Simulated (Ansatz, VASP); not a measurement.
## NaCl in VASP and in Ansatz

```
CELL_PARAMETERS angstrom
2.80211 0.00000 0.00000
0.00000 2.80211 0.00000
0.00000 0.00000 2.80211
ATOMIC_POSITIONS crystal
Na 0.00000 0.00000 0.00000
Cl 0.50000 0.50000 0.50000
```

Change from the starting cell: volume scaled by 0.9405.

Alike in both runs: task single point; functional PBEsol; k mesh 8 × 8 × 8; occupations fermi-dirac, width 0.02 eV; no spin polarisation.

|  | VASP | Ansatz |
| --- | --- | --- |
| version | VASP 6.6.1 | Ansatz 0.2.0 |
| potentials or method | VASP PAW PBE potentials, release 64 (Na_pv, Cl), cutoff 520 eV | all-electron LAPW, scalar-relativistic |

|  | VASP | Ansatz | Ansatz less VASP |
| --- | --- | --- | --- |
| gap on the k mesh at the Fermi level (eV) | 3.94 | 3.88 | -0.056 |
| pressure (GPa) | 76.8 | 76.0 | -0.88 |

VASP's potentials were made for PBE, not for PBEsol. Both programs put the cell under a high pressure, so it lies far from rest at this level. Ansatz ran all-electron here, and VASP with PAW potentials.

Noted on VASP's run: the cell as given lies far from equilibrium.
